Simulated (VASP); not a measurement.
Write the native input for VASP 6.6.1 that does the following.

```
Task                   : single point
Functional             : PBE
Potentials or basis    : VASP PAW PBE potentials, release 64 (Zr_sv, O)
Cutoff                 : 600 eV
k mesh                 : 6 × 6 × 4
Occupations            : gaussian, width 0.02 eV
Spin                   : no spin polarisation
Dipole correction      : no
Further INCAR settings : ALGO = Normal; EDIFF = 1e-06; NBANDS = 33
```

The structure of ZrO2 (m.b) lies in POSCAR:

```
ZrO2
1.0
    3.6208242336      0.0000000000      0.0000000000
    0.0000000000      3.6208242336      0.0000000000
    0.0000000000      0.0000000000      5.2840262626
Zr O
2 4
Direct
    0.7500000000      0.2500000000      0.7500000000
    0.2500000000      0.7500000000      0.2500000000
    0.2500000000      0.2500000000      0.0574894957
    0.2500000000      0.2500000000      0.5574894957
    0.7500000000      0.7500000000      0.9425105043
    0.7500000000      0.7500000000      0.4425105043
```

The input as run:

INCAR

```
SYSTEM = ZrO2
ALGO = Normal
EDIFF = 1E-6
ENCUT = 600
GGA = PE
GGA_COMPAT = .FALSE.
ISIF = 2
ISMEAR = 0
LASPH = .TRUE.
LCHARG = .FALSE.
LREAL = .FALSE.
LWAVE = .FALSE.
NBANDS = 33
NELM = 120
PREC = Accurate
SIGMA = 0.02
```

KPOINTS

```
k-points
0
G
  6 6 4
  0 0 0
```

Potentials or basis: VASP PAW PBE potentials, release 64 (Zr_sv, O).

Command:

```sh
$ cat potpaw_PBE.64/Zr_sv/POTCAR potpaw_PBE.64/O/POTCAR > POTCAR
$ mpirun -np 1 vasp_std > vasp.out
```

It gave:

The pressure is 0.1 GPa. The largest force is 0.026 eV/Å and the band gap on the k mesh is 4.05 eV, indirect (least direct gap 4.13 eV).

Run time: 2.3 min on 1 thread of Intel Xeon 8259CL, on a shared host, peak memory 0.22 GiB.
